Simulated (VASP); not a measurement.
# SnSe (I4/mmm) in VASP: notebook, part 2 of 2

VASP 6.6.1.

**3. Single point, LDA (strain +0.0200 x Voigt [0, 1, 0, 0, 0, 0])**

Input file INCAR:

```
PREC = Accurate
ENCUT = 520
EDIFF = 1E-6
ISMEAR = 0
SIGMA = 0.05
LREAL = F
LASPH = T
NELM = 60
ALGO = Normal
ISIF = 2
LWAVE = F
LCHARG = F
GGA = CA
NBANDS = 17
```

Input file KPOINTS:

```
regular mesh
0
Gamma
  8 8 8
```

Input file POSCAR:

```
SnSe
1.0
    0.0000000000      3.0055807255      2.9466477701
    2.9466477701      0.0000000000      2.9466477701
    2.9466477701      3.0055807255      0.0000000000
Sn Se
1 1
Direct
    0.0000000000      0.0000000000      0.0000000000
    0.5000000000      0.5000000000      0.5000000000
```

Potentials or basis: VASP PAW LDA potentials, release 64 (Sn_d, Se).

On the command line:

```bash
$ cat potpaw_LDA.64/Sn_d/POTCAR potpaw_LDA.64/Se/POTCAR > POTCAR
$ mpirun -np 1 vasp_std > vasp.out
```

OUTCAR:

```text
PREC = Accurate
   ENCUT = 520
   EDIFF = 1E-6
   ISMEAR = 0
   LREAL = F
   LASPH = T
   NELM = 60
   ISIF = 2
   GGA = CA

 ion  position               nearest neighbor table
   1  0.000  0.000  0.000-   2 2.95   2 2.95   2 2.95   2 2.95   2 3.01   2 3.01
   2  0.500  0.500  0.500-   1 2.95   1 2.95   1 2.95   1 2.95   1 3.01   1 3.01

  LATTYP: Found a body centered tetragonal cell.
 ALAT       =     4.1671892400
 C/A-ratio  =     1.4424978336

  Lattice vectors:

 A1 = (   0.0000000000,  -3.0055807255,   2.9466477701)
 A2 = (   0.0000000000,  -3.0055807255,  -2.9466477701)
 A3 = (   2.9466477701,   3.0055807255,   0.0000000000)

Analysis of symmetry for initial positions (statically):
=====================================================================
 Subroutine PRICEL returns:
 Original cell was already a primitive cell.

 Routine SETGRP: Setting up the symmetry group for a
 body centered tetragonal supercell.

 Subroutine GETGRP returns: Found 16 space group operations
 (whereof 16 operations were pure point group operations)
 out of a pool of 16 trial point group operations.

The static configuration has the point symmetry D_4h.

Analysis of symmetry for dynamics (positions and initial velocities):
=====================================================================
 Subroutine PRICEL returns:
 Original cell was already a primitive cell.

 Routine SETGRP: Setting up the symmetry group for a
 body centered tetragonal supercell.

 Subroutine GETGRP returns: Found 16 space group operations
 (whereof 16 operations were pure point group operations)
 out of a pool of 16 trial point group operations.

The dynamic configuration has the point symmetry D_4h.

 Subroutine INISYM returns: Found 16 space group operations
 (whereof 16 operations are pure point group operations),
 and found     1 'primitive' translations

----------------------------------------------------------------------------------------

[... 110 lines left out ...]
   IMIX   =      4    mixing-type and parameters
     AMIX     =   0.40;   BMIX     =  1.00
     AMIX_MAG =   1.60;   BMIX_MAG =  1.00
  volume/ion in A,a.u.               =      26.10       176.11
  Fermi-wavevector in a.u.,A,eV,Ry     =   1.189086  2.247046 19.237620  1.413925
  Thomas-Fermi vector in A             =   2.325201
   LORBIT       =      0    0 simple, 1 ext, 2 COOP (PROOUT), +10 PAW based schemes
   GGA     = CA    functional components
   LHFCALC =     F    Hartree Fock is set to
   AEXX    =    0.0000 exact exchange contribution
   IVDW    =     0    specifies the selected vdW correction
   LEPSILON=     F    determine dielectric tensor
   LRPA    =     F    only Hartree local field effects (RPA)
 non-spin polarized calculation
 Gauss-broadening in eV      SIGMA  =   0.05
  energy-cutoff  :      520.00
  volume of cell :       52.19
 maximum number of plane-waves:      1419
   NGX = 15   NGY = 15   NGZ = 15

 number of electron      20.0000006 magnetization

 Free energy of the ion-electron system (eV)
  ---------------------------------------------------
  ext. energy  EPLUGINS =         0.00000000
  ---------------------------------------------------
  free energy    TOTEN  =        -9.50125152 eV

  energy without entropy =       -9.50125152  energy(sigma->0) =       -9.50125152

 E-fermi :   6.0208     XC(G=0): -10.0781

 val. band max:        5.7987281068   @ k =   0.5000   0.0000   0.0000
 cond. band min:       6.5463498199   @ k =  -0.3750   0.1250   0.0000
 fundamental gap:      0.7476217132
 Fermi energy:         6.0208223783

 k-point     1 :       0.0000    0.0000    0.0000
  band No.  band energies     occupation
      1     -15.5697      2.00000
      2     -15.5631      2.00000
      3     -15.5631      2.00000
      4     -15.5619      2.00000
      5     -15.5585      2.00000
      6      -8.2480      2.00000
[... 457 lines left out ...]
      4     -15.5516      2.00000
      5     -15.5493      2.00000
      6      -7.4664      2.00000
[... 9 lines left out ...]
     16      15.1967      0.00000
     17      17.5241      0.00000

 [... further k-points ...]

------------------------ aborting loop because EDIFF is reached ----------------------------------------

  FORCE on cell =-STRESS in cart. coord.  units (eV):
  Direction    XX          YY          ZZ          XY          YZ          ZX
  --------------------------------------------------------------------------------------
  -------------------------------------------------------------------------------------
  Total       -0.0388033     -0.8734704     -0.0388033     -0.0000000      0.0000000      0.0000000
  in kB       -1.1911454    -26.8129078     -1.1911454     -0.0000000      0.0000000      0.0000000
  external PRESSURE =      -9.7317328 kB  Pullay stress =       0.0000000 kB

 VOLUME and BASIS-vectors are now :
 -----------------------------------------------------------------------------
  energy-cutoff  :      520.00
  volume of cell :       52.19
      direct lattice vectors                 reciprocal lattice vectors
     0.000000000  3.005580726  2.946647770    -0.169684346  0.166357202  0.169684346
     2.946647770  0.000000000  2.946647770     0.169684346 -0.166357202  0.169684346
     2.946647770  3.005580726  0.000000000     0.169684346  0.166357202 -0.169684346

 POSITION                                       TOTAL-FORCE (eV/Angst)
 -----------------------------------------------------------------------------------
      0.00000      0.00000      0.00000         0.000000      0.000000     -0.000000
      2.94665      3.00558      2.94665        -0.000000      0.000000      0.000000
 -----------------------------------------------------------------------------------
    total drift:                                0.000000     -0.000000     -0.000000

  FREE ENERGIE OF THE ION-ELECTRON SYSTEM (eV)
  ---------------------------------------------------
  free  energy   TOTEN  =        -9.5012515198 eV

  energy  without entropy=       -9.5012515198  energy(sigma->0) =       -9.50125152
```

OSZICAR:

```text
N       E                     dE             d eps       ncg     rms          rms(c)
DAV:   1     0.132078994120E+03    0.13208E+03   -0.96957E+03  2023   0.147E+03
DAV:   2     0.322148670064E+01   -0.12886E+03   -0.12481E+03  2126   0.349E+02
DAV:   3    -0.934937039725E+01   -0.12571E+02   -0.12480E+02  2497   0.956E+01
DAV:   4    -0.966368748102E+01   -0.31432E+00   -0.31410E+00  2393   0.158E+01
DAV:   5    -0.967264450643E+01   -0.89570E-02   -0.89565E-02  2909   0.266E+00    0.340E+00
DAV:   6    -0.950940768432E+01    0.16324E+00   -0.38856E-01  2932   0.380E+00    0.207E+00
DAV:   7    -0.950273649592E+01    0.66712E-02   -0.62711E-02  2493   0.114E+00    0.946E-01
DAV:   8    -0.950140440311E+01    0.13321E-02   -0.61540E-03  2463   0.676E-01    0.733E-02
DAV:   9    -0.950124951850E+01    0.15488E-03   -0.10971E-03  2975   0.255E-01    0.393E-02
DAV:  10    -0.950125079958E+01   -0.12811E-05   -0.86554E-05  2351   0.552E-02    0.845E-03
DAV:  11    -0.950125151983E+01   -0.72025E-06   -0.58403E-06  2639   0.178E-02
   1 F= -.95012515E+01 E0= -.95012515E+01  d E =-.817900E-12
```

stdout:

```text
POSCAR found type information on POSCAR SnSe
 POSCAR found :  2 types and       2 ions
 scaLAPACK will be used
 LDA part: xc-table for (Slater(with rela. corr.)+CA(PZ))
 , standard interpolation
 POSCAR, INCAR and KPOINTS ok, starting setup
 FFT: planning ... GRIDC
 FFT: planning ... GRID_SOFT
 FFT: planning ... GRID
 WAVECAR not read
 entering main loop
```

Run time: 21 s. Hardware: 1 thread of AMD EPYC 9R45 (Zen 5), shared host; peak memory 0.15 GiB.

Results:

```yaml
Free_energy: -9.5013 eV
Pressure: -1.0 GPa
Band_gap_on_the_k_mesh: 0.75 eV, indirect (least direct gap 0.83 eV)
```

Caveat: the cell differs from its parent crystal (strain +0.0200 x Voigt [0, 1, 0, 0, 0, 0]); spin-orbit coupling is left out, which moves the levels of the heavy elements.
